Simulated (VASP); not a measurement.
# Al3VF (Immm) in VASP: a series of runs

Runs on Al3VF. Level: PBE. Tasks: single point.

Everything below comes from runs of VASP 6.6.1. Logs are shortened: lines on timing, memory, paths and dates and some standing lists are left out, and cuts for length are marked.

### Step 1. The cell of the first run

Symmetry: Immm, No. 71, orthorhombic system. The conventional cell has a = 4.809 Å, b = 4.988 Å, c = 5.803 Å, α = 90.00°, β = 90.00°, γ = 90.00°. Within 2.0 Å of Al (site symmetry mm2) lie 1 F at 1.47 Å. Within 3.2 Å of Al (site symmetry mmm) lie 2 F at 2.40 Å and 8 Al at 2.82 to 2.88 Å and 2 V at 2.90 Å. V (site symmetry mmm) has 2 F at 2.49 Å and 10 Al at 2.80 to 2.90 Å within 3.3 Å. F (site symmetry mmm) has 2 Al at 1.47 Å within 2.0 Å.

The cell was built from a structure type or drawn by symmetry, and may not be a known phase.

### Step 2. Single point, PBE, collinear spin, ferromagnetic start

Contents of INCAR:

```
SYSTEM = Al3VF
  ALGO = Normal
  EDIFF = 1E-6
  ENCUT = 600
  GGA = PE
  GGA_COMPAT = .False.
  ISIF = 2
  ISMEAR = 0
  ISPIN = 2
  LASPH = .True.
  LCHARG = .False.
  LMAXMIX = 4
  LORBIT = 11
  LREAL = .False.
  LWAVE = .False.
  MAGMOM = 0 0 0 2 0
  NBANDS = 26
  NELM = 200
  PREC = Accurate
  SIGMA = 0.1
```

Contents of KPOINTS:

```
k-points
0
Gamma
  6 6 6
  0 0 0
```

Contents of POSCAR:

```
Al3VF
1.0
   -2.4046971700      2.4940996200      2.9016388400
    2.4046971700     -2.4940996200      2.9016388400
    2.4046971700      2.4940996200     -2.9016388400
Al V F
3 1 1
Direct
    0.7468402400      0.7468402400      0.0000000000
    0.2531597600      0.2531597600      0.0000000000
    0.0000000000      0.5000000000      0.5000000000
    0.5000000000      0.0000000000      0.5000000000
    0.0000000000      0.0000000000      0.0000000000
```

Potentials or basis: VASP PAW PBE potentials, release 64 (Al, V_sv, F).

The run is started by

```sh
$ cat potpaw_PBE.64/Al/POTCAR potpaw_PBE.64/V_sv/POTCAR potpaw_PBE.64/F/POTCAR > POTCAR
$ mpirun -np 1 vasp_std > vasp.out
```

OUTCAR:

```text
SYSTEM = Al3VF
   EDIFF = 1E-6
   ENCUT = 600
   GGA = PE
   ISIF = 2
   ISMEAR = 0
   ISPIN = 2
   LASPH = .True.
   LORBIT = 11
   LREAL = .False.
   NELM = 200
   PREC = Accurate

 ion  position               nearest neighbor table
   1  0.747  0.747  0.000-   5 1.47   4 2.80   4 2.80   3 2.82   3 2.82   2 2.86   3 2.88   3 2.88
                             4 2.89   4 2.89   2 2.94
   2  0.253  0.253  0.000-   5 1.47   4 2.80   4 2.80   3 2.82   3 2.82   1 2.86   3 2.88   3 2.88
                             4 2.89   4 2.89   1 2.94
   3  0.000  0.500  0.500-   5 2.40   5 2.40   2 2.82   2 2.82   1 2.82   1 2.82   2 2.88   1 2.88
                             1 2.88   2 2.88   4 2.90   4 2.90
   4  0.500  0.000  0.500-   1 2.80   2 2.80   1 2.80   2 2.80   1 2.89   2 2.89   2 2.89   1 2.89
                             3 2.90   3 2.90
   5  0.000  0.000  0.000-   1 1.47   2 1.47   3 2.40   3 2.40

  LATTYP: Found a body centered orthorhombic cell.
 ALAT       =     4.8093943400
 B/A-ratio  =     1.0371782573
 C/A-ratio  =     1.2066545743

  Lattice vectors:

 A1 = (  -2.4046971700,   2.4940996200,   2.9016388400)
 A2 = (   2.4046971700,  -2.4940996200,   2.9016388400)
 A3 = (   2.4046971700,   2.4940996200,  -2.9016388400)

Analysis of symmetry for initial positions (statically):
=====================================================================
 Subroutine PRICEL returns:
 Original cell was already a primitive cell.

 Routine SETGRP: Setting up the symmetry group for a
 body centered orthorhombic supercell.

 Subroutine GETGRP returns: Found  8 space group operations
 (whereof  8 operations were pure point group operations)
 out of a pool of  8 trial point group operations.

The static configuration has the point symmetry D_2h.

Analysis of symmetry for dynamics (positions and initial velocities):
=====================================================================
 Subroutine PRICEL returns:
 Original cell was already a primitive cell.

 Routine SETGRP: Setting up the symmetry group for a
 body centered orthorhombic supercell.

 Subroutine GETGRP returns: Found  8 space group operations
 (whereof  8 operations were pure point group operations)
 out of a pool of  8 trial point group operations.

The dynamic configuration has the point symmetry D_2h.

Analysis of structural, dynamic, and magnetic symmetry:
=====================================================================
 Subroutine PRICEL returns:
 Original cell was already a primitive cell.

 Routine SETGRP: Setting up the symmetry group for a
 body centered orthorhombic supercell.

 Subroutine GETGRP returns: Found  8 space group operations
 (whereof  8 operations were pure point group operations)
 out of a pool of  8 trial point group operations.

The overall configuration has the point symmetry D_2h.

 Subroutine INISYM returns: Found  8 space group operations
 (whereof  8 operations are pure point group operations),
 and found     1 'primitive' translations

----------------------------------------------------------------------------------------

                                     Primitive cell

  volume of cell :      69.6109

  direct lattice vectors                    reciprocal lattice vectors
    -2.404697170  2.494099620  2.901638840     0.000000000  0.200473147  0.172316414
     2.404697170 -2.494099620  2.901638840     0.207926389  0.000000000  0.172316414
     2.404697170  2.494099620 -2.901638840     0.207926389  0.200473147  0.000000000

  length of vectors
     4.519138120  4.519138120  4.519138120     0.264352850  0.270048755  0.288830168

  position of ions in fractional coordinates (direct lattice)
     0.746840240  0.746840240  0.000000000
     0.253159760  0.253159760  0.000000000
     0.000000000  0.500000000  0.500000000
     0.500000000  0.000000000  0.500000000
     0.000000000  0.000000000  0.000000000

  ion indices of the primitive-cell ions
   primitive index   ion index
                 1           1
                 2           2
                 3           3
                 4           4
                 5           5

----------------------------------------------------------------------------------------

 KPOINTS: k-points

Automatic generation of k-mesh.
 Grid dimensions read from file:
 generate k-points for:    6    6    6

 Generating k-lattice:

  Cartesian coordinates                     Fractional coordinates (reciprocal lattice)
     0.000000000  0.033412191  0.028719402     0.166666667  0.000000000 -0.000000000
     0.034654398  0.000000000  0.028719402     0.000000000  0.166666667  0.000000000
     0.034654398  0.033412191  0.000000000    -0.000000000  0.000000000  0.166666667

  Length of vectors
     0.044058808  0.045008126  0.048138361

  Shift w.r.t. Gamma in fractional coordinates (k-lattice)
     0.000000000  0.000000000  0.000000000

 Subroutine IBZKPT returns following result:
 ===========================================

 Found     46 irreducible k-points:

 Following reciprocal coordinates:
            Coordinates               Weight
  0.000000  0.000000  0.000000      1.000000
  0.166667  0.000000  0.000000      4.000000
  0.333333 -0.000000  0.000000      4.000000
  0.500000  0.000000  0.000000      2.000000
  0.000000  0.166667  0.000000      4.000000
  0.166667  0.166667  0.000000      8.000000
[... 16 lines left out ...]
 -0.166667  0.166667  0.166667      2.000000
  0.166667  0.333333  0.166667      4.000000
 [... further k-points ...]
   k-points           NKPTS =     46   k-points in BZ     NKDIM =     46   number of bands    NBANDS=     26
   number of dos      NEDOS =    301   number of ions     NIONS =      5
   total plane-waves  NPLWV =  46656
   dimension x,y,z NGX =    36 NGY =   36 NGZ =   36
   dimension x,y,z NGXF=    72 NGYF=   72 NGZF=   72
   ions per type =               3   1   1
   NGX,Y,Z   is equivalent  to a cutoff of  13.24, 13.24, 13.24 a.u.
   NGXF,Y,Z  is equivalent  to a cutoff of  26.49, 26.49, 26.49 a.u.
 SYSTEM =  Al3VF
   PREC   = accura    normal or accurate (medium, high low for compatibility)
   ISTART =      0    job   : 0-new  1-cont  2-samecut
   ICHARG =      2    charge: 1-file 2-atom 10-const
   ISPIN  =      2    spin polarized calculation?
   LNONCOLLINEAR =      F non collinear calculations
   LSORBIT =      F    spin-orbit coupling
   LASPH  =      T    aspherical Exc in radial PAW
   ENCUT  =  600.0 eV  44.10 Ry    6.64 a.u.   9.03  9.03  9.03*2*pi/ulx,y,z
   NELM   =    200;   NELMIN=  2; NELMDL= -5     # of ELM steps
   EDIFF  = 0.1E-05   stopping-criterion for ELM
   LREAL  =      F    real-space projection
   EDIFFG = 0.1E-04   stopping-criterion for IOM
   NSW    =      0    number of steps for IOM
   IBRION =     -1    ionic relax: 0-MD 1-quasi-New 2-CG
   NFREE  =      0    steps in history (QN), initial steepest desc. (CG)
   ISIF   =      2    stress and relaxation
   ISYM   =      2    0-nonsym 1-usesym 2-fastsym
   POTIM  = 0.5000    time-step for ionic-motion
   TEBEG  =    0.0;   TEEND  =   0.0 temperature during run
   PSTRESS=    0.0 pullay stress
   NELECT =      29.0000    total number of electrons
   NUPDOWN=      -1.0000    fix difference up-down
   EMIN   =  10.00;   EMAX   =-10.00  energy-range for DOS
   EFERMI =   0.00;   METHOD = LEGACY
   ISMEAR =     0;   SIGMA  =   0.10  broadening in eV -4-tet -1-fermi 0-gaus
   EFERMI_NEDOS =   21; number of points for ismear=-14 and -15
   IALGO  =     38    algorithm
   IMIX   =      4    mixing-type and parameters
     AMIX     =   0.40;   BMIX     =  1.00
     AMIX_MAG =   1.60;   BMIX_MAG =  1.00
  volume/ion in A,a.u.               =      13.92        93.95
  Fermi-wavevector in a.u.,A,eV,Ry     =   1.222686  2.310542 20.340184  1.494961
  Thomas-Fermi vector in A             =   2.357824
   LORBIT       =     11    0 simple, 1 ext, 2 COOP (PROOUT), +10 PAW based schemes
   GGA     = PE    functional components
   LHFCALC =     F    Hartree Fock is set to
   AEXX    =    0.0000 exact exchange contribution
   IVDW    =     0    specifies the selected vdW correction
   LEPSILON=     F    determine dielectric tensor
   LRPA    =     F    only Hartree local field effects (RPA)
 spin polarized calculation
 Gauss-broadening in eV      SIGMA  =   0.10
  energy-cutoff  :      600.00
  volume of cell :       69.61
 maximum number of plane-waves:      2342
   NGX = 19   NGY = 19   NGZ = 19

 number of electron      28.9999992 magnetization       2.5919440

 Free energy of the ion-electron system (eV)
  ---------------------------------------------------
  ext. energy  EPLUGINS =         0.00000000
  ---------------------------------------------------
  free energy    TOTEN  =       -19.36349821 eV

  energy without entropy =      -19.35376508  energy(sigma->0) =      -19.35863164

 E-fermi :   8.7320     XC(G=0): -10.8138

 val. band max:        8.7289007668   @ k =   0.5000   0.1667   0.0000
 cond. band min:       8.7475417283   @ k =   0.1667   0.1667   0.1667
 fundamental gap:      0.0186409615
 Fermi energy:         8.7320073504

 spin component 1

 k-point     1 :       0.0000    0.0000    0.0000
  band No.  band energies     occupation
      1     -55.9494      1.00000
      2     -29.9751      1.00000
      3     -29.8066      1.00000
      4     -29.7786      1.00000
      5     -22.8588      1.00000
      6      -5.8442      1.00000
[... 18 lines left out ...]
     25      13.8740      0.00000
     26      17.0344      0.00000

 k-point     2 :       0.1667    0.0000    0.0000
  band No.  band energies     occupation
      1     -55.9494      1.00000
      2     -29.9769      1.00000
      3     -29.8069      1.00000
      4     -29.7788      1.00000
      5     -22.8521      1.00000
      6      -5.8698      1.00000
[... 18 lines left out ...]
     25      14.3329      0.00000
[... 608 lines left out ...]
     25      16.8433      0.00000
     26      17.5184      0.00000

 k-point    24 :       0.1667    0.3333    0.1667
  band No.  band energies     occupation
      1     -55.9494      1.00000
      2     -29.9807      1.00000
      3     -29.8078      1.00000
      4     -29.7800      1.00000
      5     -22.8347      1.00000
      6      -5.9277      1.00000
[... 18 lines left out ...]
     25      16.1292      0.00000
     26      16.7720      0.00000

 [... further k-points ...]

 spin component 2

 k-point     1 :       0.0000    0.0000    0.0000
  band No.  band energies     occupation
      1     -53.7939      1.00000
      2     -27.8659      1.00000
      3     -27.7127      1.00000
      4     -27.5505      1.00000
      5     -22.8247      1.00000
      6      -5.8277      1.00000
[... 18 lines left out ...]
     25      14.6648      0.00000
     26      17.5185      0.00000

 k-point     2 :       0.1667    0.0000    0.0000
  band No.  band energies     occupation
      1     -53.7939      1.00000
      2     -27.8663      1.00000
      3     -27.7129      1.00000
      4     -27.5538      1.00000
      5     -22.8165      1.00000
      6      -5.8524      1.00000
[... 18 lines left out ...]
     25      14.9725      0.00000
[... 608 lines left out ...]
     25      17.3313      0.00000
     26      18.0409      0.00000

 k-point    24 :       0.1667    0.3333    0.1667
  band No.  band energies     occupation
      1     -53.7938      1.00000
      2     -27.8673      1.00000
      3     -27.7144      1.00000
      4     -27.5605      1.00000
      5     -22.7964      1.00000
      6      -5.9091      1.00000
[... 18 lines left out ...]
     25      16.6487      0.00000
     26      17.2075      0.00000

 [... further k-points ...]
[... 5 lines left out ...]
  --------------------------------------------------------------------------------------
  -------------------------------------------------------------------------------------
  Total        5.4588398      3.0614537     34.6769610      0.0000000      0.0000000      0.0000000
  in kB      125.6415828     70.4629362    798.1308123      0.0000000      0.0000000      0.0000000
  external PRESSURE =     331.4117771 kB  Pullay stress =       0.0000000 kB

 VOLUME and BASIS-vectors are now :
 -----------------------------------------------------------------------------
  energy-cutoff  :      600.00
  volume of cell :       69.61
      direct lattice vectors                 reciprocal lattice vectors
    -2.404697170  2.494099620  2.901638840     0.000000000  0.200473147  0.172316414
     2.404697170 -2.494099620  2.901638840     0.207926389  0.000000000  0.172316414
     2.404697170  2.494099620 -2.901638840     0.207926389  0.200473147  0.000000000

 POSITION                                       TOTAL-FORCE (eV/Angst)
 -----------------------------------------------------------------------------------
      0.00000      0.00000      4.33412         0.000000     -0.000000    -14.331086
      0.00000      0.00000      1.46916         0.000000     -0.000000     14.331086
      2.40470      0.00000      0.00000        -0.000000      0.000000     -0.000000
      0.00000      2.49410      0.00000        -0.000000      0.000000     -0.000000
      0.00000      0.00000      0.00000        -0.000000      0.000000     -0.000000
 -----------------------------------------------------------------------------------
    total drift:                                0.000000      0.000000     -0.000000

  FREE ENERGIE OF THE ION-ELECTRON SYSTEM (eV)
  ---------------------------------------------------
  free  energy   TOTEN  =       -19.3634982084 eV

  energy  without entropy=      -19.3537650814  energy(sigma->0) =      -19.35863164

 total charge

# of ion       s       p       d       tot
------------------------------------------
    1        0.417   0.469   0.000   0.885
    2        0.417   0.469   0.000   0.885
    3        0.450   0.330   0.000   0.779
    4        2.224   6.110   3.162  11.496
    5        1.796   4.628   0.000   6.424
--------------------------------------------------
tot          5.303  12.005   3.162  20.470

 magnetization (x)

# of ion       s       p       d       tot
------------------------------------------
    1       -0.013  -0.005   0.000  -0.018
    2       -0.013  -0.005   0.000  -0.018
    3       -0.009  -0.013   0.000  -0.022
    4        0.053   0.028   2.191   2.273
    5        0.005   0.009   0.000   0.014
--------------------------------------------------
tot          0.023   0.015   2.191   2.229
```

It took 3 min on 1 thread of Intel Xeon Platinum 8488C (Sapphire Rapids), shared host; peak memory 0.34 GiB.

What came out:

```yaml
Free_energy: -19.3635 eV
Pressure: 33.1 GPa
Largest_force: 14.331 eV/Å
Net_moment: 2.59 μB per cell
Site_moments: Al -0.02; V +2.27; F +0.01 μB
Valence_electrons_inside_the_program's_atomic_spheres: Al 0.89, 0.78 (each value once); V 11.50; F 6.42
```

Forces on the atoms (eV/Å):
```
Al    0.000   0.000 -14.331
Al    0.000   0.000  14.331
Al    0.000   0.000   0.000
V     0.000   0.000   0.000
F     0.000   0.000   0.000
```

Caveat: the cell stands under pressure; forces of over 1 eV/Å act on the atoms, so gaps and moduli don't describe the material at rest.

### Step 3. Single point, PBE, collinear spin, ferromagnetic start

This run uses another cell than the first one, of 15.33 Å³/atom.

Contents of INCAR:

```
SYSTEM = Al3VF
PREC = Accurate
ENCUT = 600
EDIFF = 1E-6
ISMEAR = 0
SIGMA = 0.1
LREAL = .False.
LASPH = .True.
NELM = 200
ALGO = Normal
ISIF = 2
LWAVE = .False.
LCHARG = .False.
ISPIN = 2
MAGMOM = 0 0 0 2 0
LORBIT = 11
LMAXMIX = 4
GGA = PE
NBANDS = 26
GGA_COMPAT = .False.
```

Contents of KPOINTS:

```
Automatic mesh
0
Gamma
  6 6 6
  0 0 0
```

Contents of POSCAR:

```
Al3VF
1.0
   -2.4895895132      2.4166317376      3.1848896442
    2.4895895132     -2.4166317376      3.1848896442
    2.4895895132      2.4166317376     -3.1848896442
Al V F
3 1 1
Direct
    0.6967657478      0.6967657478      0.0000000000
    0.3032342522      0.3032342522      0.0000000000
    0.0000000000      0.5000000000      0.5000000000
    0.5000000000      0.0000000000      0.5000000000
    0.0000000000      0.0000000000      0.0000000000
```

Potentials or basis: VASP PAW PBE potentials, release 64 (Al, V_sv, F).

The run is started by

```sh
$ cat potpaw_PBE.64/Al/POTCAR potpaw_PBE.64/V_sv/POTCAR potpaw_PBE.64/F/POTCAR > POTCAR
$ mpirun -np 1 vasp_std > vasp.out
```

Wall time 4.8 min (1 thread of Intel Xeon Platinum 8488C (Sapphire Rapids), shared host); peak memory 0.4 GiB.

The run converged. Its results:

```yaml
Free_energy: -23.4427 eV
Pressure: 0.0 GPa
Largest_force: 0.006 eV/Å
Net_moment: 2.56 μB per cell
Site_moments: Al -0.01; V +2.21; F -0.00 μB
Valence_electrons_inside_the_program's_atomic_spheres: Al 0.76, 0.74 (each value once); V 11.37; F 6.13
```

Forces on the atoms (eV/Å):
```
Al   0.000  0.000  0.006
Al   0.000  0.000 -0.006
Al   0.000  0.000  0.000
V    0.000  0.000  0.000
F    0.000  0.000  0.000
```

Stress tensor (GPa, compression positive):
```
-0.02  0.00  0.00
 0.00 -0.18  0.00
 0.00  0.00  0.29
```

Levels at points of the mesh, in eV from the Fermi level:
Spin up:
| k point | band 13 | band 14 | band 15 | band 16 | band 17 | band 18 | band 19 | band 20 |
| --- | --- | --- | --- | --- | --- | --- | --- | --- |
| (0.00, 0.00, 0.00) | -1.36 | -1.11 | -0.18 | -0.11 | 0.77 | 1.28 | 1.60 | 2.36 |
| (0.50, 0.00, 0.00) | -1.31 | -1.27 | -0.78 | -0.62 | 0.62 | 1.50 | 2.65 | 3.19 |
| (0.00, 0.50, 0.00) | -1.12 | -1.03 | -0.93 | -0.28 | 0.82 | 0.96 | 1.36 | 2.39 |
| (0.50, 0.50, 0.00) | -2.05 | -0.73 | -0.63 | -0.57 | 0.42 | 1.05 | 1.67 | 4.63 |
| (0.50, 0.50, 0.50) | -2.13 | -0.96 | -0.84 | -0.77 | -0.47 | 0.52 | 1.55 | 4.87 |
Spin down:
```
           k point  band 9  band 10  band 11  band 12  band 13  band 14  band 15  band 16  band 17  band 18
(0.00, 0.00, 0.00)   -8.82    -1.66    -1.45    -1.28    -1.12    -0.01     0.26     1.17     1.35     1.63
(0.50, 0.00, 0.00)   -6.49    -6.37    -2.13    -1.31    -1.03    -0.76     1.12     1.36     2.18     2.78
(0.00, 0.50, 0.00)   -6.54    -5.31    -2.87    -0.96    -0.71     0.01     1.05     1.11     1.35     1.43
(0.50, 0.50, 0.00)   -6.72    -5.10    -2.85    -2.38    -1.36    -0.62     1.18     1.46     2.24     2.40
(0.50, 0.50, 0.50)   -6.89    -4.40    -2.82    -2.78    -1.97     0.53     0.92     1.08     1.23     2.05
```

With open d or f shells a metallic result of PBE can be an artefact of self-interaction; +U or a hybrid may open a gap.
